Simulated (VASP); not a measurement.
# CoSi2 (Fm-3m) in VASP: further runs

CoSi2 is run at these levels: LDA, PBE; tasks: single point.

Everything below comes from runs of VASP 6.6.1. Logs are shortened: lines on timing, memory, paths and dates and some standing lists are left out, and cuts for length are marked.

### Step 1. The cell of the first run

It takes space group Fm-3m (No. 225, cubic). The conventional cell has a = 5.320 Å, b = 5.320 Å, c = 5.320 Å, α = 90.00°, β = 90.00°, γ = 90.00°. Within 3.0 Å of Co (site symmetry m-3m) lie 8 Si at 2.30 Å. Within 3.0 Å of Si (site symmetry -43m) lie 4 Co at 2.30 Å and 6 Si at 2.66 Å.

### Step 2. Single point, LDA, collinear spin, ferromagnetic start

INCAR reads:

```
ALGO = Normal
EDIFF = 1E-6
ENCUT = 520
ISIF = 2
ISMEAR = -1
ISPIN = 2
LASPH = True
LCHARG = True
LELF = True
LMAXMIX = 4
LORBIT = 11
LREAL = False
LVHAR = True
LWAVE = False
MAGMOM = 2 0 0
NBANDS = 20
NELM = 150
PREC = Accurate
SIGMA = 0.05
```

KPOINTS reads:

```
k-points
0
Gamma
  9 9 9
```

POSCAR reads:

```
CoSi2
1.0
    0.0000000000      2.6600263041      2.6600263041
    2.6600263041      0.0000000000      2.6600263041
    2.6600263041      2.6600263041      0.0000000000
Co Si
1 2
Direct
    0.0000000000      0.0000000000      0.0000000000
    0.7500000000      0.7500000000      0.7500000000
    0.2500000000      0.2500000000      0.2500000000
```

Potentials or basis: VASP PAW LDA potentials, release 64 (Co, Si).

Run with:

```bash
> cat potpaw_LDA.64/Co/POTCAR potpaw_LDA.64/Si/POTCAR > POTCAR
> mpirun -np 1 vasp_std > vasp.out
```

OUTCAR:

```text
EDIFF = 1E-6
   ENCUT = 520
   ISIF = 2
   ISMEAR = -1
   ISPIN = 2
   LASPH = True
   LORBIT = 11
   LREAL = False
   NELM = 150
   PREC = Accurate

 ion  position               nearest neighbor table
   1  0.000  0.000  0.000-   2 2.30   2 2.30   2 2.30   3 2.30   3 2.30   3 2.30   3 2.30   2 2.30

   2  0.750  0.750  0.750-   1 2.30   1 2.30   1 2.30   1 2.30   3 2.66   3 2.66   3 2.66   3 2.66
                             3 2.66   3 2.66
   3  0.250  0.250  0.250-   1 2.30   1 2.30   1 2.30   1 2.30   2 2.66   2 2.66   2 2.66   2 2.66
                             2 2.66   2 2.66

  LATTYP: Found a face centered cubic cell.
 ALAT       =     5.3200526082

  Lattice vectors:

 A1 = (   0.0000000000,   2.6600263041,   2.6600263041)
 A2 = (   2.6600263041,   0.0000000000,   2.6600263041)
 A3 = (   2.6600263041,   2.6600263041,   0.0000000000)

Analysis of symmetry for initial positions (statically):
=====================================================================
 Subroutine PRICEL returns:
 Original cell was already a primitive cell.

 Routine SETGRP: Setting up the symmetry group for a
 face centered cubic supercell.

 Subroutine GETGRP returns: Found 48 space group operations
 (whereof 48 operations were pure point group operations)
 out of a pool of 48 trial point group operations.

The static configuration has the point symmetry O_h .

Analysis of symmetry for dynamics (positions and initial velocities):
=====================================================================
 Subroutine PRICEL returns:
 Original cell was already a primitive cell.

 Routine SETGRP: Setting up the symmetry group for a
 face centered cubic supercell.

 Subroutine GETGRP returns: Found 48 space group operations
 (whereof 48 operations were pure point group operations)
 out of a pool of 48 trial point group operations.

The dynamic configuration has the point symmetry O_h .

Analysis of structural, dynamic, and magnetic symmetry:
=====================================================================
 Subroutine PRICEL returns:
 Original cell was already a primitive cell.

 Routine SETGRP: Setting up the symmetry group for a
 face centered cubic supercell.

 Subroutine GETGRP returns: Found 48 space group operations
 (whereof 48 operations were pure point group operations)
 out of a pool of 48 trial point group operations.

The overall configuration has the point symmetry O_h .

 Subroutine INISYM returns: Found 48 space group operations
 (whereof 48 operations are pure point group operations),
 and found     1 'primitive' translations

[... 119 lines left out ...]
  Thomas-Fermi vector in A             =   2.389745
   LORBIT       =     11    0 simple, 1 ext, 2 COOP (PROOUT), +10 PAW based schemes
   GGA     = CA    functional components
   LHFCALC =     F    Hartree Fock is set to
   AEXX    =    0.0000 exact exchange contribution
   IVDW    =     0    specifies the selected vdW correction
   LEPSILON=     F    determine dielectric tensor
   LRPA    =     F    only Hartree local field effects (RPA)
 spin polarized calculation
  energy-cutoff  :      520.00
  volume of cell :       37.64
 maximum number of plane-waves:      1026
   NGX = 13   NGY = 13   NGZ = 13

 number of electron      17.0000003 magnetization       0.0029372

 number of electron      17.0000003 magnetization      -0.0001161

 Free energy of the ion-electron system (eV)
  ---------------------------------------------------
  ext. energy  EPLUGINS =         0.00000000
  ---------------------------------------------------
  free energy    TOTEN  =       -21.91535216 eV

  energy without entropy =      -21.90527360  energy(sigma->0) =      -21.91031288

 E-fermi :  10.2353     XC(G=0): -12.0011

 val. band max:       10.2084887938   @ k =  -0.2222   0.1111   0.0000
 cond. band min:      10.2633746972   @ k =   0.3333   0.1111   0.0000
 fundamental gap:      0.0548859035
 Fermi energy:        10.2352914122

 spin component 1

 k-point     1 :       0.0000    0.0000    0.0000
  band No.  band energies     occupation
      1      -2.9577      1.00000
      2       6.0883      1.00000
      3       6.0883      1.00000
      4       6.0883      1.00000
      5       8.2961      1.00000
      6       8.2961      1.00000
[... 541 lines left out ...]
     19      25.4711      0.00000
     20      25.4711      0.00000

 [... further k-points ...]

 spin component 2

 k-point     1 :       0.0000    0.0000    0.0000
  band No.  band energies     occupation
      1      -2.9578      1.00000
      2       6.0882      1.00000
      3       6.0882      1.00000
      4       6.0882      1.00000
      5       8.2960      1.00000
      6       8.2960      1.00000
[... 541 lines left out ...]
     19      25.4711      0.00000
     20      25.4711      0.00000

 [... further k-points ...]
[... 5 lines left out ...]
  --------------------------------------------------------------------------------------
  -------------------------------------------------------------------------------------
  Total       -1.0996104     -1.0996104     -1.0996104     -0.0000000      0.0000000     -0.0000000
  in kB      -46.8017008    -46.8017008    -46.8017008     -0.0000000      0.0000000     -0.0000000
  external PRESSURE =     -46.8017008 kB  Pullay stress =       0.0000000 kB

 VOLUME and BASIS-vectors are now :
 -----------------------------------------------------------------------------
  energy-cutoff  :      520.00
  volume of cell :       37.64
      direct lattice vectors                 reciprocal lattice vectors
     0.000000000  2.660026304  2.660026304    -0.187968066  0.187968066  0.187968066
     2.660026304  0.000000000  2.660026304     0.187968066 -0.187968066  0.187968066
     2.660026304  2.660026304  0.000000000     0.187968066  0.187968066 -0.187968066

 POSITION                                       TOTAL-FORCE (eV/Angst)
 -----------------------------------------------------------------------------------
      0.00000      0.00000      0.00000         0.000000      0.000000      0.000000
      3.99004      3.99004      3.99004         0.000000      0.000000      0.000000
      1.33001      1.33001      1.33001        -0.000000     -0.000000     -0.000000
 -----------------------------------------------------------------------------------
    total drift:                               -0.000000     -0.000000      0.000000

  FREE ENERGIE OF THE ION-ELECTRON SYSTEM (eV)
  ---------------------------------------------------
  free  energy   TOTEN  =       -21.9153521569 eV

  energy  without entropy=      -21.9052736032  energy(sigma->0) =      -21.91031288

 total charge

# of ion       s       p       d       tot
------------------------------------------
    1        0.554   0.741   7.642   8.936
    2        0.724   0.892   0.000   1.616
    3        0.724   0.892   0.000   1.616
--------------------------------------------------
tot          2.002   2.524   7.642  12.167

 magnetization (x)

# of ion       s       p       d       tot
------------------------------------------
    1       -0.000  -0.000  -0.000  -0.000
    2        0.000   0.000   0.000   0.000
    3        0.000   0.000   0.000   0.000
--------------------------------------------------
tot          0.000  -0.000  -0.000  -0.000
```

OSZICAR:

```text
N       E                     dE             d eps       ncg     rms          rms(c)
DAV:   1     0.672825968605E+02    0.67283E+02   -0.65765E+03  2840   0.812E+02
DAV:   2    -0.181905049456E+02   -0.85473E+02   -0.74606E+02  3000   0.188E+02
DAV:   3    -0.229077882888E+02   -0.47173E+01   -0.45543E+01  3380   0.469E+01
DAV:   4    -0.229920769391E+02   -0.84289E-01   -0.84069E-01  3292   0.559E+00
DAV:   5    -0.229944453056E+02   -0.23684E-02   -0.23680E-02  3492   0.102E+00    0.164E+01
DAV:   6    -0.267786759366E+02   -0.37842E+01   -0.16420E+01  3156   0.822E+01    0.177E+01
DAV:   7    -0.219888583782E+02    0.47898E+01   -0.81089E+00  3392   0.649E+01    0.358E+00
DAV:   8    -0.219476873585E+02    0.41171E-01   -0.43525E-01  3328   0.354E+00    0.200E+00
DAV:   9    -0.219163486438E+02    0.31339E-01   -0.50385E-02  3640   0.354E+00    0.804E-01
DAV:  10    -0.219156365522E+02    0.71209E-03   -0.28886E-03  3752   0.400E-01    0.314E-01
DAV:  11    -0.219153509379E+02    0.28561E-03   -0.43554E-04  3732   0.324E-01    0.130E-01
DAV:  12    -0.219153562922E+02   -0.53543E-05   -0.75302E-05  3636   0.104E-01    0.438E-02
DAV:  13    -0.219153524396E+02    0.38527E-05   -0.71851E-06  3700   0.254E-02    0.138E-02
DAV:  14    -0.219153521569E+02    0.28264E-06   -0.59640E-07  1860   0.116E-02
   1 F= -.21915352E+02 E0= -.21910313E+02  d E =-.100786E-01  mag=    -0.0001
```

Wall time 29 s (1 thread of Intel Xeon Platinum 8488C (Sapphire Rapids), shared host); peak memory 0.17 GiB.

Results:

- Free energy: -21.9154 eV
- Pressure: -4.7 GPa
- Net moment: 0.00 μB per cell
- Valence electrons inside the program's atomic spheres: Co 8.94; Si 1.62

Levels at points of the mesh, in eV from the Fermi level:
Spin up:
| k point | band 7 | band 8 | band 9 | band 10 | band 11 | band 12 |
| --- | --- | --- | --- | --- | --- | --- |
| (0.00, 0.00, 0.00) | 0.91 | 3.51 | 3.51 | 3.51 | 3.53 | 3.53 |
Spin down:
```csv
k point,band 7,band 8,band 9,band 10,band 11,band 12
"(0.00, 0.00, 0.00)",0.91,3.51,3.51,3.51,3.53,3.53
```

Caveat: the starting moments collapsed, and a magnetic state may lie lower.

### Step 3. Single point, PBE, collinear spin, ferromagnetic start

INCAR reads:

```
PREC     = Accurate       # precision mode
ENCUT    = 520            # plane-wave cutoff, eV
EDIFF    = 1E-7           # SCF threshold, eV
ISMEAR   = -1             # smearing method
SIGMA    = 0.05           # smearing width, eV
LREAL    = False          # projectors in reciprocal space
LASPH    = True           # aspherical terms in the spheres
NELM     = 150            # most SCF steps
ALGO     = Normal         # electronic algorithm
ISIF     = 2              # what is computed and relaxed
LWAVE    = False          # write WAVECAR
LCHARG   = False          # write CHGCAR
ISPIN    = 2              # spin polarisation
MAGMOM   = 2 0 0          # initial moments
LORBIT   = 11             # projections on sites
LMAXMIX  = 4              # l up to which the mixer works
GGA      = PE             # functional
NBANDS   = 20             # bands
```

KPOINTS reads:

```
Automatic mesh
0
Gamma
  9 9 9
```

POSCAR is that of step 2.

Potentials or basis: VASP PAW PBE potentials, release 64 (Co, Si).

Run with:

```bash
> cat potpaw_PBE.64/Co/POTCAR potpaw_PBE.64/Si/POTCAR > POTCAR
> mpirun -np 1 vasp_std > vasp.out
```

Wall time 36 s (1 thread of Intel Xeon Platinum 8488C (Sapphire Rapids), shared host); peak memory 0.19 GiB.

The run converged. Its results:

* Free energy: -19.2845 eV
* Pressure: 4.1 GPa
* Net moment: 0.00 μB per cell
* Valence electrons inside the program's atomic spheres: Co 8.91; Si 1.60

Levels at points of the mesh, in eV from the Fermi level:
Spin up:
```csv
k point,band 5,band 6,band 7,band 8,band 9,band 10,band 11,band 12,band 13,band 14
"(0.00, 0.00, 0.00)",-1.94,-1.94,0.99,3.49,3.49,3.49,3.52,3.52,3.52,5.79
```
Spin down:
| k point | band 6 | band 7 | band 8 | band 9 | band 10 | band 11 | band 12 | band 13 |
| --- | --- | --- | --- | --- | --- | --- | --- | --- |
| (0.00, 0.00, 0.00) | -1.94 | 0.99 | 3.49 | 3.49 | 3.49 | 3.52 | 3.52 | 3.52 |

Caveat: the starting moments collapsed, and a magnetic state may lie lower.
